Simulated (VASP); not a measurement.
Mo:

```
CELL_PARAMETERS angstrom
-1.57342 1.57342 1.57342
1.57342 -1.57342 1.57342
1.57342 1.57342 -1.57342
ATOMIC_POSITIONS crystal
Mo 0.00000 0.00000 0.00000
```

| Property | Result |
| --- | --- |
| Program | VASP 6.6.1 |
| Task | relaxation of cell and atoms |
| Functional | LDA |
| Potentials or basis | VASP PAW LDA potentials, release 64 (Mo_sv) |
| Cutoff | 600 eV |
| k mesh | 10 × 10 × 10 |
| Occupations | methfessel-paxton, width 0.02 eV |
| Spin | no spin polarisation |

At the start: pressure -8.8 GPa; volume 15.58 Å³/atom.

**Question.** How do energy, volume and symmetry change on relaxing?

**Answer.** Over 3 steps the energy falls by 13.8 meV/atom and the volume is 15.10 Å³/atom (-3.1 %); space group Im-3m (No. 229, to 0.1 Å) before and after.

Step by step:
```csv
step,energy change (eV),largest force (eV/Å),pressure (GPa),volume (Å³)
1,0.0000,0.0000,-8.81,15.58
2,0.1155,0.0000,33.34,13.73
3,-0.0138,0.0000,-0.16,15.10
```

Final structure:
```
Mo
1.0
    -1.55705    1.55705    1.55705
     1.55705   -1.55705    1.55705
     1.55705    1.55705   -1.55705
Mo
1
Direct
  0.00000 0.00000 0.00000
```
